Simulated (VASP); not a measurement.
Set up this calculation in VASP 6.6.1, as the native input.

| Property | Result |
| --- | --- |
| Task | single point |
| Functional | PBE |
| Potentials or basis | VASP PAW PBE potentials, release 64 (B, N) |
| Cutoff | 520 eV |
| k mesh | 6 × 6 × 10 |
| Occupations | gaussian, width 0.05 eV |
| Spin | no spin polarisation |
| Dipole correction | no |
| Further INCAR settings | ALGO = Normal; EDIFF = 1e-07; NBANDS = 26 |

The structure of BN lies in POSCAR:

```
BN
1.0
    4.4226829661      0.0000000000      0.0000000000
    0.0000000000      4.4226829661      0.0000000000
    0.0000000000      0.0000000000      2.7021000000
B N
4 4
Direct
    0.1742811368      0.8257188632      0.5000000000
    0.3257188632      0.3257188632      0.0000000000
    0.6742811368      0.6742811368      0.0000000000
    0.8257188632      0.1742811368      0.5000000000
    0.8126115048      0.8126115048      0.5000000000
    0.3126115048      0.6873884952      0.0000000000
    0.6873884952      0.3126115048      0.0000000000
    0.1873884952      0.1873884952      0.5000000000
```

The input as run:

INCAR

```
SYSTEM = BN
ALGO = Normal
EDIFF = 1E-7
ENCUT = 520
GGA = PE
ISIF = 2
ISMEAR = 0
LASPH = .True.
LCHARG = .False.
LREAL = .False.
LWAVE = .False.
NBANDS = 26
NELM = 100
PREC = Accurate
SIGMA = 0.05
```

KPOINTS

```
k-points
0
Gamma
  6 6 10
  0 0 0
```

Potentials or basis: VASP PAW PBE potentials, release 64 (B, N).

Launch:

```bash
$ cat potpaw_PBE.64/B/POTCAR potpaw_PBE.64/N/POTCAR > POTCAR
$ mpirun -np 1 vasp_std > vasp.out
```

Results of the run:

| Property | Result |
| --- | --- |
| Pressure | -18.6 GPa |
| Largest force | 0.281 eV/Å |
| Band gap on the k mesh | 4.77 eV, indirect (least direct gap 5.33 eV) |

Wall time 34 s on 1 thread of Intel(R) Xeon(R) Platinum 8559C (Emerald Rapids), on a shared host, peak memory 0.19 GiB.
